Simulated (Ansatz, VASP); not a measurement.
Two plane-wave programs on MgO

Contents of INCAR:

```
PREC = Accurate
ENCUT = 750
EDIFF = 1E-6
ISMEAR = 0
SIGMA = 0.05
LREAL = F
LASPH = T
NELM = 120
ALGO = Normal
ISIF = 2
LWAVE = F
LCHARG = T
GGA = CA
LELF = T
LVHAR = T
NBANDS = 15
GGA_COMPAT = F
```

File KPOINTS:

```
regular mesh
0
Gamma
  10 10 10
```

File POSCAR:

```
MgO
1.0
    0.0000000000      2.1351500000      2.1351500000
    2.1351500000      0.0000000000      2.1351500000
    2.1351500000      2.1351500000      0.0000000000
Mg O
1 1
Direct
    0.0000000000      0.0000000000      0.0000000000
    0.5058543896      0.5058543896      0.4941456104
```

Input for Ansatz:

```yaml
crystal:
  lattice:
    - [0.0, 2.13515, 2.13515]
    - [2.13515, 0.0, 2.13515]
    - [2.13515, 2.13515, 0.0]
  atoms:
    - { symbol: Mg, position: [0.0, 0.0, 0.0] }
    - { symbol: O, position: [0.5058543896, 0.5058543896, 0.4941456104] }
basis:
  ecutwfc: 420
kpoints:
  mp_grid: { grid: [10, 10, 10] }
hamiltonian:
  xc: lda
scf:
  occupations: { method: gaussian, width: 0.05 }
output:
  forces: true
  stress: true
  eigenvalues: true
```

Change from the starting cell: all O atoms moved +0.025 Å, as atom 2 along Cartesian [0 0 1].

Alike in both runs: task single point; functional LDA; k mesh 10 × 10 × 10; occupations gaussian, width 0.05 eV; no spin polarisation.

```csv
,VASP,Ansatz
version,VASP 6.6.1,Ansatz 0.2.0
potentials or method,"VASP PAW LDA potentials, release 64 (Mg_sv, O), cutoff 750 eV","scalar-relativistic, plane waves, PAW"
valence electrons in the cell,16,16
```

Ansatz gave:

* gap on the k mesh at the Fermi level (eV): 4.27
* least direct gap on the mesh (eV): 4.27
* pressure (GPa): -11.5
* traceless stress, the component that is largest in VASP (GPa): 0.12
* rms of the force components (eV/Å): 0.057

Question: Estimate VASP's values.

Answer: gap on the k mesh at the Fermi level (eV): 4.28; least direct gap on the mesh (eV): 4.28; pressure (GPa): -11.7; traceless stress, the component that is largest in VASP (GPa): 0.12; rms of the force components (eV/Å): 0.059.

LDA's correlation is that of Perdew and Zunger in VASP and of Perdew and Wang (1992) in Ansatz. Atom by atom the forces differ by 0.002 eV/Å (rms over components).
